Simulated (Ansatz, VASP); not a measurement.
# One calculation of Au, two programs

```
CELL_PARAMETERS angstrom
1.36210 -2.46681 0.00000
1.36210 2.46681 0.00000
0.00000 0.00000 4.72255
ATOMIC_POSITIONS crystal
Au 0.66533 0.33467 0.25000
Au 0.33467 0.66533 0.75000
```

Alike in both runs: task single point; functional PBE; k mesh 6 × 6 × 4; no spin polarisation.

|  | VASP | Ansatz |
| --- | --- | --- |
| version | VASP 6.6.1 | Ansatz 0.2.0 |
| potentials or method | VASP PAW PBE potentials, release 64 (Au), cutoff 500 eV | scalar-relativistic, plane waves, PAW |
| occupations | methfessel-paxton of order 1, width 0.0029 eV | cold, width 0.0029 eV |
| valence electrons in the cell | 22 | 38 |

Ansatz gave:

| Property | Result |
| --- | --- |
| gap on the k mesh at the Fermi level (eV) | none |
| pressure (GPa) | 25.7 |
| traceless stress, the component that is largest in VASP (GPa) | -6.80 |
| rms of the force components (eV/Å) | 0.058 |

Problem. Which values does VASP return?

Solution. gap on the k mesh at the Fermi level (eV): none; pressure (GPa): 25.3; traceless stress, the component that is largest in VASP (GPa): -6.78; rms of the force components (eV/Å): 0.058.

Atom by atom the forces differ by 0.000 eV/Å (rms over components). A gap of «none» marks a metal or a gap that the smearing closes. VASP's potentials hold 22 valence electrons a cell and Ansatz's 38, so a difference there can come from the potentials and not from the codes.

The k mesh is coarse, so the values compare programs but aren't converged. Spin-orbit coupling is off throughout.
